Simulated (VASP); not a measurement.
# BP in VASP: notebook

The runs below take BP through single point, with PBEsol.

Program: VASP 6.6.1. These are calculated values, not measurements. Logs are shortened: lines on timing, memory, paths and dates and some standing lists are left out, and cuts for length are marked.

## 1. The cell of the first run

The cell holds a slab with vacuum, 20 atoms: a = 3.196 Å, b = 9.040 Å, c = 21.392 Å, α = 90.00°, β = 90.00°, γ = 90.00°.

## 2. Single point, PBEsol

File INCAR:

```
SYSTEM = BP
PREC     = Accurate       ! precision mode
ENCUT    = 520            ! plane-wave cutoff, eV
EDIFF    = 1E-6           ! SCF threshold, eV
ISMEAR   = 0              ! smearing method
SIGMA    = 0.05           ! smearing width, eV
LREAL    = Auto         
LASPH    = .True.         ! aspherical terms in the spheres
NELM     = 60             ! most SCF steps
ALGO     = Normal         ! electronic algorithm
ISIF     = 2              ! what is computed and relaxed
LWAVE    = .False.        ! write WAVECAR
LCHARG   = .False.        ! write CHGCAR
LDIPOL   = .True.       
IDIPOL   = 3            
DIPOL    = 0.5 0.5 0.499
GGA      = PS             ! functional
NBANDS   = 56             ! bands
```

File KPOINTS:

```
regular mesh
0
Gamma
  8 3 1
  0 0 0
```

File POSCAR:

```
BP
1.0
    3.1962448307      0.0000000000      0.0000000000
    0.0000000000      9.0403455764      0.0000000000
    0.0000000000      0.0000000000     21.3924896613
B P
10 10
Direct
    0.5000000000      0.7500000000      0.3505903295
    0.5000000000      0.2500000000      0.3505903295
    0.0000000000      0.5000000000      0.4252951648
    0.0000000000      0.0000000000      0.4252951648
    0.5000000000      0.2471439456      0.4997159268
    0.5000000000      0.7471439456      0.4997159268
    0.0000000000     -0.0006291629      0.5756518332
    0.0000000000      0.4993708371      0.5756518332
    0.5000000000      0.7198251013      0.6332432043
    0.5000000000      0.2198251013      0.6332432043
    0.0000000000      0.1250000000      0.3505903295
    0.0000000000      0.6250000000      0.3505903295
    0.5000000000      0.8750000000      0.4252951648
    0.5000000000      0.3750000000      0.4252951648
    0.0000000000      0.6234286073      0.5001476617
    0.0000000000      0.1234286073      0.5001476617
    0.5000000000      0.3770968430      0.5746270771
    0.5000000000      0.8770968430      0.5746270771
    0.0000000000      0.1163402063      0.6562914031
    0.0000000000      0.6163402063      0.6562914031
```

Potentials or basis: VASP PAW PBE potentials, release 64 (B, P).

The run is started by

```console
$ cat potpaw_PBE.64/B/POTCAR potpaw_PBE.64/P/POTCAR > POTCAR
$ mpirun -np 1 vasp_std > vasp.out
```

OUTCAR:

```text
SYSTEM = BP
   PREC = Accurate
   ENCUT = 520
   EDIFF = 1E-6
   ISMEAR = 0
   LREAL = Auto
   LASPH = .True.
   NELM = 60
   ISIF = 2
   GGA = PS

 ion  position               nearest neighbor table
   1  0.500  0.750  0.351-  12 1.96  12 1.96  13 1.96
   2  0.500  0.250  0.351-  11 1.96  11 1.96  14 1.96
   3  0.000  0.500  0.425-  15 1.95  14 1.96  14 1.96  12 1.96
   4  0.000  0.000  0.425-  16 1.95  13 1.96  13 1.96  11 1.96
   5  0.500  0.247  0.500-  16 1.95  16 1.95  14 1.97  17 1.99
   6  0.500  0.747  0.500-  15 1.95  15 1.95  13 1.97  18 1.99
   7  0.000  0.999  0.576-  18 1.94  18 1.94  16 1.97  19 2.02
   8  0.000  0.499  0.576-  17 1.94  17 1.94  15 1.97  20 2.02
   9  0.500  0.720  0.633-  18 1.90  20 1.92  20 1.92
  10  0.500  0.220  0.633-  17 1.90  19 1.92  19 1.92
  11  0.000  0.125  0.351-   2 1.96   2 1.96   4 1.96
  12  0.000  0.625  0.351-   1 1.96   1 1.96   3 1.96
  13  0.500  0.875  0.425-   4 1.96   4 1.96   1 1.96   6 1.97
  14  0.500  0.375  0.425-   3 1.96   3 1.96   2 1.96   5 1.97
  15  0.000  0.623  0.500-   6 1.95   6 1.95   3 1.95   8 1.97
  16  0.000  0.123  0.500-   5 1.95   5 1.95   4 1.95   7 1.97
  17  0.500  0.377  0.575-  10 1.90   8 1.94   8 1.94   5 1.99
  18  0.500  0.877  0.575-   9 1.90   7 1.94   7 1.94   6 1.99
  19  0.000  0.116  0.656-  10 1.92  10 1.92   7 2.02
  20  0.000  0.616  0.656-   9 1.92   9 1.92   8 2.02
[... 6 lines left out ...]
  Lattice vectors:

 A1 = (   3.1962448307,   0.0000000000,   0.0000000000)
 A2 = (   0.0000000000,   9.0403455764,   0.0000000000)
 A3 = (   0.0000000000,   0.0000000000,  21.3924896613)

Analysis of symmetry for initial positions (statically):
=====================================================================
 Subroutine PRICEL returns following result:

  LATTYP: Found a simple orthorhombic cell.
 ALAT       =     3.1962448307
 B/A-ratio  =     1.4142135624
 C/A-ratio  =     6.6930071989

  Lattice vectors:

 A1 = (   3.1962448307,   0.0000000000,   0.0000000000)
 A2 = (   0.0000000000,   4.5201727882,   0.0000000000)
 A3 = (   0.0000000000,   0.0000000000,  21.3924896613)

   2 primitive cells build up your supercell.

 Routine SETGRP: Setting up the symmetry group for a
 simple orthorhombic supercell.

 Subroutine GETGRP returns: Found  2 space group operations
 (whereof  2 operations were pure point group operations)
 out of a pool of  8 trial point group operations.

The static configuration has the point symmetry C_1h.

Analysis of symmetry for dynamics (positions and initial velocities):
=====================================================================
 Subroutine PRICEL returns following result:

  LATTYP: Found a simple orthorhombic cell.
 ALAT       =     3.1962448307
 B/A-ratio  =     1.4142135624
 C/A-ratio  =     6.6930071989

  Lattice vectors:

 A1 = (   3.1962448307,   0.0000000000,   0.0000000000)
 A2 = (   0.0000000000,   4.5201727882,   0.0000000000)
 A3 = (   0.0000000000,   0.0000000000,  21.3924896613)

   2 primitive cells build up your supercell.

 Routine SETGRP: Setting up the symmetry group for a
 simple orthorhombic supercell.

 Subroutine GETGRP returns: Found  2 space group operations
 (whereof  2 operations were pure point group operations)
 out of a pool of  8 trial point group operations.

The dynamic configuration has the point symmetry C_1h.

 Subroutine INISYM returns: Found  2 space group operations
 (whereof  2 operations are pure point group operations),
 and found     2 'primitive' translations

----------------------------------------------------------------------------------------

                                     Primitive cell

  volume of cell :     309.0697

  direct lattice vectors                    reciprocal lattice vectors
     3.196244831  0.000000000  0.000000000     0.312867147  0.000000000  0.000000000
     0.000000000  4.520172788  0.000000000     0.000000000  0.221230481  0.000000000
     0.000000000  0.000000000 21.392489661     0.000000000  0.000000000  0.046745377

  length of vectors
     3.196244831  4.520172788 21.392489661     0.312867147  0.221230481  0.046745377

  position of ions in fractional coordinates (direct lattice)
     0.500000000  0.500000000  0.350590330
     0.000000000  0.000000000  0.425295165
     0.500000000  0.494287891  0.499715927
     0.000000000  0.998741674  0.575651833
     0.500000000  0.439650203  0.633243204
     0.000000000  0.250000000  0.350590330
     0.500000000  0.750000000  0.425295165
     0.000000000  0.246857215  0.500147662
     0.500000000  0.754193686  0.574627077
     0.000000000  0.232680413  0.656291403

  ion indices of the primitive-cell ions
   primitive index   ion index
                 1           1
                 2           3
                 3           6
                 4           7
                 5           9
                 6          12
                 7          13
                 8          15
                 9          18
                10          20

----------------------------------------------------------------------------------------

 KPOINTS: regular mesh

Automatic generation of k-mesh.
 Grid dimensions read from file:
 generate k-points for:    8    3    1

 Generating k-lattice:

  Cartesian coordinates                     Fractional coordinates (reciprocal lattice)
     0.039108393  0.000000000  0.000000000     0.125000000  0.000000000  0.000000000
     0.000000000  0.036871747  0.000000000     0.000000000  0.333333333  0.000000000
     0.000000000  0.000000000  0.046745377     0.000000000  0.000000000  1.000000000

  Length of vectors
     0.039108393  0.036871747  0.046745377

  Shift w.r.t. Gamma in fractional coordinates (k-lattice)
     0.000000000  0.000000000  0.000000000

 Subroutine IBZKPT returns following result:
 ===========================================

 Found     10 irreducible k-points:

 Following reciprocal coordinates:
            Coordinates               Weight
  0.000000  0.000000  0.000000      1.000000
  0.125000  0.000000  0.000000      2.000000
  0.250000  0.000000  0.000000      2.000000
  0.375000  0.000000  0.000000      2.000000
  0.500000  0.000000  0.000000      1.000000
  0.000000  0.333333  0.000000      2.000000
  0.125000  0.333333  0.000000      4.000000
  0.250000  0.333333  0.000000      4.000000
  0.375000  0.333333  0.000000      4.000000
  0.500000  0.333333  0.000000      2.000000
   k-points           NKPTS =     10   k-points in BZ     NKDIM =     10   number of bands    NBANDS=     56
   number of dos      NEDOS =    301   number of ions     NIONS =     20
   total plane-waves  NPLWV = 268800
   dimension x,y,z NGX =    24 NGY =   70 NGZ =  160
   dimension x,y,z NGXF=    48 NGYF=  140 NGZF=  320
   ions per type =              10  10
   NGX,Y,Z   is equivalent  to a cutoff of  12.48, 12.87, 12.43 a.u.
   NGXF,Y,Z  is equivalent  to a cutoff of  24.97, 25.75, 24.87 a.u.
 SYSTEM =  BP
   PREC   = accura    normal or accurate (medium, high low for compatibility)
   ISTART =      0    job   : 0-new  1-cont  2-samecut
   ICHARG =      2    charge: 1-file 2-atom 10-const
   ISPIN  =      1    spin polarized calculation?
   LNONCOLLINEAR =      F non collinear calculations
   LSORBIT =      F    spin-orbit coupling
   LASPH  =      T    aspherical Exc in radial PAW
   ENCUT  =  520.0 eV  38.22 Ry    6.18 a.u.   5.94 16.81 39.78*2*pi/ulx,y,z
   NELM   =     60;   NELMIN=  2; NELMDL= -5     # of ELM steps
   EDIFF  = 0.1E-05   stopping-criterion for ELM
   LREAL  =      T    real-space projection
   EDIFFG = 0.1E-04   stopping-criterion for IOM
   NSW    =      0    number of steps for IOM
[... 5 lines left out ...]
   TEBEG  =    0.0;   TEEND  =   0.0 temperature during run
   PSTRESS=    0.0 pullay stress
   NELECT =      80.0000    total number of electrons
   NUPDOWN=      -1.0000    fix difference up-down
   EMIN   =  10.00;   EMAX   =-10.00  energy-range for DOS
   EFERMI =   0.00;   METHOD = LEGACY
   ISMEAR =     0;   SIGMA  =   0.05  broadening in eV -4-tet -1-fermi 0-gaus
   EFERMI_NEDOS =   21; number of points for ismear=-14 and -15
   IALGO  =     38    algorithm
   IMIX   =      4    mixing-type and parameters
     AMIX     =   0.40;   BMIX     =  1.00
     AMIX_MAG =   1.60;   BMIX_MAG =  1.00
  volume/ion in A,a.u.               =      30.91       208.57
  Fermi-wavevector in a.u.,A,eV,Ry     =   0.828087  1.564858  9.329899  0.685728
  Thomas-Fermi vector in A             =   1.940403
   LORBIT       =      0    0 simple, 1 ext, 2 COOP (PROOUT), +10 PAW based schemes
   GGA     = PS    functional components
   LHFCALC =     F    Hartree Fock is set to
   AEXX    =    0.0000 exact exchange contribution
   IVDW    =     0    specifies the selected vdW correction
   LEPSILON=     F    determine dielectric tensor
   LRPA    =     F    only Hartree local field effects (RPA)
 non-spin polarized calculation
 Gauss-broadening in eV      SIGMA  =   0.05
  energy-cutoff  :      520.00
  volume of cell :      618.14
 maximum number of plane-waves:     16692
 NGX is ok and might be reduce to    24
   NGX = 11   NGY = 33   NGZ = 79

 dipolmoment           0.000000      0.000000      0.005616 electrons x Angstroem

 number of electron      79.9999987 magnetization

 dipolmoment           0.000000      0.000000     -0.002846 electrons x Angstroem

 Free energy of the ion-electron system (eV)
  ---------------------------------------------------
  ext. energy  EPLUGINS =         0.00000000
  ---------------------------------------------------
  free energy    TOTEN  =      -127.30861656 eV

  energy without entropy =     -127.30613584  energy(sigma->0) =     -127.30737620

 E-fermi :  -0.5426     XC(G=0):  -4.9816

 val. band max:       -0.5625373831   @ k =   0.0000   0.0000   0.0000
 cond. band min:      -0.5044070926   @ k =   0.5000   0.0000   0.0000
 fundamental gap:      0.0581302905
 Fermi energy:        -0.5426422828

 k-point     1 :       0.0000    0.0000    0.0000
  band No.  band energies     occupation
      1     -15.7419      2.00000
      2     -14.4623      2.00000
      3     -14.3024      2.00000
      4     -14.2479      2.00000
      5     -13.3238      2.00000
      6     -12.9985      2.00000
[... 539 lines left out ...]
     51       3.1536      0.00000
     52       3.4621      0.00000
 [bands above 52 left out]

------------------------ aborting loop because EDIFF is reached ----------------------------------------

 vacuum level on the upper side and lower side of the slab       (xc-potential included)        -0.125        -0.094

  FORCE on cell =-STRESS in cart. coord.  units (eV):
  Direction    XX          YY          ZZ          XY          YZ          ZX
  --------------------------------------------------------------------------------------
  -------------------------------------------------------------------------------------
  Total       -5.0929650     -1.7679381     -2.4172824      0.0000000      1.9326170      0.0000000
  in kB      -13.2006365     -4.5823815     -6.2654398      0.0000000      5.0092186      0.0000000
  external PRESSURE =      -8.0161526 kB  Pullay stress =       0.0000000 kB

 VOLUME and BASIS-vectors are now :
 -----------------------------------------------------------------------------
  energy-cutoff  :      520.00
  volume of cell :      618.14
      direct lattice vectors                 reciprocal lattice vectors
     3.196244831  0.000000000  0.000000000     0.312867147  0.000000000  0.000000000
     0.000000000  9.040345576  0.000000000     0.000000000  0.110615240  0.000000000
     0.000000000  0.000000000 21.392489661     0.000000000  0.000000000  0.046745377

 POSITION                                       TOTAL-FORCE (eV/Angst)
 -----------------------------------------------------------------------------------
      1.59812      6.78026      7.50000         0.000000     -1.690112      2.332820
      1.59812      2.26009      7.50000         0.000000     -1.690112      2.332820
      0.00000      4.52017      9.09812         0.000000     -0.090202      0.495903
      0.00000      0.00000      9.09812         0.000000     -0.090202      0.495903
      1.59812      2.23427     10.69017        -0.000000      0.002221      0.001472
      1.59812      6.75444     10.69017        -0.000000      0.002221      0.001472
[... 12 lines left out ...]
      0.00000      1.05176     14.03971         0.000000     -0.003292      0.011051
      0.00000      5.57193     14.03971         0.000000     -0.003292      0.011051
 -----------------------------------------------------------------------------------
    total drift:                               -0.000000     -0.009825     -0.002604

  FREE ENERGIE OF THE ION-ELECTRON SYSTEM (eV)
  ---------------------------------------------------
  free  energy   TOTEN  =      -127.3086165569 eV

  energy  without entropy=     -127.3061358425  energy(sigma->0) =     -127.30737620

 vacuum level on the upper side and lower side of the slab         4.709         4.750
```

Wall time 8 min (1 thread of Intel Xeon Platinum 8488C (Sapphire Rapids), shared host); peak memory 0.64 GiB.

Results:

```yaml
Free_energy: -127.3086 eV
Largest_force: 2.881 eV/Å
Band_gap_on_the_k_mesh: 0.06 eV
```

Forces on the atoms (eV/Å):
```
B    0.000 -1.690  2.333
B    0.000 -1.690  2.333
B    0.000 -0.090  0.496
B    0.000 -0.090  0.496
B    0.000  0.002  0.001
B    0.000  0.002  0.001
B    0.000  0.015 -0.001
B    0.000  0.015 -0.001
B    0.000 -0.008  0.000
B    0.000 -0.008  0.000
P    0.000  1.084 -1.558
P    0.000  1.084 -1.558
P    0.000  0.693 -1.292
P    0.000  0.693 -1.292
P    0.000  0.004  0.003
P    0.000  0.004  0.003
P    0.000 -0.006  0.006
P    0.000 -0.006  0.006
P    0.000 -0.003  0.011
P    0.000 -0.003  0.011
```

Levels at points of the mesh, in eV from the valence-band top:
| k point | band 38 | band 39 | band 40 | band 41 | band 42 | band 43 |
| --- | --- | --- | --- | --- | --- | --- |
| (0.00, 0.00, 0.00) | -0.32 | -0.17 | 0.00 | 0.35 | 1.15 | 1.25 |
| (0.50, 0.00, 0.00) | -1.02 | -0.57 | -0.15 | 0.06 | 0.30 | 0.33 |

Caveat: the PAW data sets were made with another functional, which shifts forces and pressure a little.

[end of part 1 of 2]
